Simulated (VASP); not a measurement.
Input of a VASP 6.6.1 run:

The input POSCAR:

```
TiO2
1.0
    1.4876417066      0.8588904643      5.2148616321
   -1.4876417066      0.8588904643      5.2148616321
    0.0000000000     -1.7177805551      5.2148616936
Ti O
1 2
Direct
    0.0000000000      0.0000000000      0.0000000000
    0.6057795023      0.6057795023      0.6057795023
    0.3942204977      0.3942204977      0.3942204977
```

Contents of INCAR.step1:

```
SYSTEM = TiO2
PREC     = Accurate       ! precision mode
ENCUT    = 520            ! plane-wave cutoff, eV
ISMEAR   = 0              ! smearing method
SIGMA    = 0.01           ! smearing width, eV
LREAL    = .False.        ! projectors in reciprocal space
LASPH    = .True.         ! aspherical terms in the spheres
NELM     = 100            ! most SCF steps
NBANDS   = 19             ! bands
GGA      = PE             ! functional
ALGO     = Normal         ! electronic algorithm
EDIFF    = 1E-4           ! SCF threshold, eV
LWAVE    = .True.         ! write WAVECAR
LCHARG   = .False.        ! write CHGCAR
```

INCAR.step2

```
SYSTEM = TiO2
PREC     = Accurate       ! precision mode
ENCUT    = 520            ! plane-wave cutoff, eV
EDIFF    = 1E-7           ! SCF threshold, eV
ISMEAR   = 0              ! smearing method
SIGMA    = 0.01           ! smearing width, eV
LREAL    = .False.        ! projectors in reciprocal space
LASPH    = .True.         ! aspherical terms in the spheres
NELM     = 100            ! most SCF steps
ALGO     = Normal         ! electronic algorithm
ISIF     = 2              ! what is computed and relaxed
LWAVE    = .False.        ! write WAVECAR
LCHARG   = .False.        ! write CHGCAR
METAGGA  = R2SCAN         ! meta-GGA
LMIXTAU  = .True.       
NBANDS   = 19             ! bands
ISTART   = 1
```

KPOINTS

```
regular mesh
0
Gamma
  4 4 4
  0 0 0
```

Potentials or basis: VASP PAW PBE potentials, release 64 (Ti_sv, O).

Launch:

```console
$ cat potpaw_PBE.64/Ti_sv/POTCAR potpaw_PBE.64/O/POTCAR > POTCAR
$ cp INCAR.step1 INCAR
$ mpirun -np 1 vasp_std > vasp.out
$ cp INCAR.step2 INCAR
$ mpirun -np 1 vasp_std > vasp.out
```

**Question.** Estimate the pressure.

**Answer.** 1.2 GPa.

**Question.** Predict the band gap on the k mesh.

**Answer.** 3.04 eV, indirect (least direct gap 3.35 eV).

**Question.** Estimate the largest force.

**Answer.** 0.112 eV/Å.

Forces in eV/Å, atoms in the order of the input:
```
Ti   0.000  0.000  0.000
O    0.000  0.000 -0.112
O    0.000  0.000  0.112
```

Caveat: the k points lie up to 0.62 Å⁻¹ apart; the PAW data sets were made with another functional, which shifts forces and pressure a little. A k mesh can miss the band edges.
